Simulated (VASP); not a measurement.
Sn3Se2, 5 atoms in the cell. Symmetry: P-3m1, No. 164, trigonal system. Conventional cell: a = 5.289 Å, b = 5.289 Å, c = 5.954 Å, α = 90.00°, β = 90.00°, γ = 120.00°. Within 4.5 Å of Sn (site symmetry -3m) lie 6 Sn at 3.42 Å and 6 Se at 3.45 Å. Sn (site symmetry 3m) has 5 Se at 2.79 to 3.16 Å and 3 Sn at 3.42 Å within 3.7 Å. Within 3.7 Å of Se (site symmetry 3m) lie 8 Sn at 2.79 to 3.45 Å. 

| Property | Result |
| --- | --- |
| Program | VASP 6.6.1 |
| Task | single point |
| Functional | PBE |
| Potentials or basis | VASP PAW PBE potentials, release 64 (Sn_d, Se) |
| Cutoff | 500 eV |
| k mesh | 4 × 4 × 3 |
| Occupations | gaussian, width 0.2 eV |
| Spin | no spin polarisation |
| Dipole correction | no |
| Further INCAR settings | ALGO = Normal; EDIFF = 1e-06; NBANDS = 35 |

Potentials or basis: VASP PAW PBE potentials, release 64 (Sn_d, Se).

Command:

```console
$ cat potpaw_PBE.64/Sn_d/POTCAR potpaw_PBE.64/Se/POTCAR > POTCAR
$ mpirun -np 1 vasp_std > vasp.out
```

Hardware: 1 thread of Intel(R) Xeon(R) 6975P-C (Granite Rapids), on a shared host.

Estimate the wall time of this run.

It took 27 s on 1 thread of Intel(R) Xeon(R) 6975P-C (Granite Rapids) (shared host), peak memory 0.26 GiB. Counts: scf iterations 14, k points 9.
